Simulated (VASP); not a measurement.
**H4C3O2: single point with PBE**

H4C3O2:

```xyz
36
Lattice="8.6677 0.0000 0.0000 0.0000 8.6677 0.0000 0.0000 0.0000 8.6677" Properties=species:S:1:pos:R:3 pbc="T T T"
C     4.1368    8.6079    8.2252
C     4.8466    2.0116    4.0102
C     8.1273    3.9904    0.9070
C     7.8979    3.4160    5.7552
C     4.3815    5.8174    2.3622
C     3.1327    6.2776    2.3025
C     7.8750    8.1832    7.7709
C     8.2566    7.5155    6.6817
C     1.6162    0.4414    4.6562
C     1.1236    0.9571    3.5315
C     3.1096    3.7336    7.7763
C     4.4228    3.5041    7.8742
O     4.3121    9.0242    9.3069
O     3.9624    8.1913    7.1424
O     5.6520    1.1608    4.0166
O     4.0487    2.8673    4.0035
O     7.3247    4.7212    0.4683
O     8.9280    3.2608    1.3499
O     8.5271    2.9754    6.6395
O     7.2689    3.8614    4.8731
H     4.9242    5.7513    3.3073
H     4.9077    5.4808    1.4683
H     2.6162    6.6489    3.1897
H     2.5795    6.3046    1.3591
H     8.4052    8.0960    8.7201
H     7.0144    8.8555    7.7583
H     9.1331    6.8637    6.6928
H     7.7263    7.6099    5.7336
H     1.7728    1.0609    5.5404
H     1.8745   -0.6152    4.7460
H     0.9181    2.0213    3.4297
H     0.9042    0.3456    2.6553
H     2.7039    4.4190    7.0272
H     2.3932    3.2502    8.4416
H     5.1406    4.0048    7.2231
H     4.8260    2.8224    8.6264
```

| Quantity | Value |
| --- | --- |
| Program | VASP 6.6.1 |
| Task | single point |
| Functional | PBE |
| Potentials or basis | VASP PAW PBE potentials, release 64 (C, O, H) |
| Cutoff | 520 eV |
| k mesh | 1 × 1 × 1 |
| Occupations | fermi-dirac, width 0.05 eV |
| Spin | no spin polarisation |
| Dipole correction | no |
| Further INCAR settings | LREAL = Auto; ALGO = Normal; EDIFF = 1e-06; NBANDS = 80 |

The pressure is 0.5 GPa. The largest force is 0.599 eV/Å and the band gap on the k mesh is 4.64 eV.

Forces in eV/Å, atoms in the order of the input:
```
C   -0.015 -0.025  0.009
C   -0.051  0.004 -0.031
C   -0.026  0.020  0.008
C    0.028 -0.027 -0.003
C    0.000 -0.004  0.020
C   -0.003 -0.017 -0.004
C   -0.015 -0.029 -0.030
C   -0.026  0.035  0.094
C   -0.008  0.019  0.017
C   -0.007 -0.023 -0.023
C    0.168 -0.023 -0.034
C   -0.185  0.040  0.007
O    0.068  0.184  0.339
O   -0.063 -0.157 -0.340
O    0.399 -0.446  0.023
O   -0.370  0.419  0.009
O   -0.389  0.371 -0.224
O    0.401 -0.353  0.200
O    0.256 -0.157  0.387
O   -0.278  0.222 -0.409
H    0.009  0.087 -0.029
H   -0.015 -0.075  0.011
H   -0.025 -0.070 -0.048
H    0.028  0.042  0.042
H    0.016  0.007  0.017
H    0.026 -0.024 -0.009
H   -0.031 -0.027  0.009
H    0.002  0.001 -0.008
H    0.127 -0.035 -0.009
H   -0.072  0.026  0.051
H   -0.070  0.026  0.023
H    0.097 -0.028 -0.046
H    0.036 -0.042  0.027
H    0.004 -0.010 -0.002
H   -0.004  0.008 -0.026
H   -0.011  0.062 -0.021
```

Stress tensor (GPa, compression positive):
```
 0.42 -0.28  0.21
-0.28  0.50 -0.18
 0.21 -0.18  0.44
```

Levels at points of the mesh, in eV from the valence-band top:
| k point | band 53 | band 54 | band 55 | band 56 | band 57 | band 58 | band 59 | band 60 |
| --- | --- | --- | --- | --- | --- | --- | --- | --- |
| (0.00, 0.00, 0.00) | -0.44 | -0.39 | -0.05 | 0.00 | 4.64 | 5.10 | 5.24 | 5.43 |

It took 60 s on 1 thread of Intel(R) Xeon(R) Platinum 8488C (Sapphire Rapids), with other jobs on the host, peak memory 0.54 GiB.

Caveat: the k points lie up to 0.72 Å⁻¹ apart.
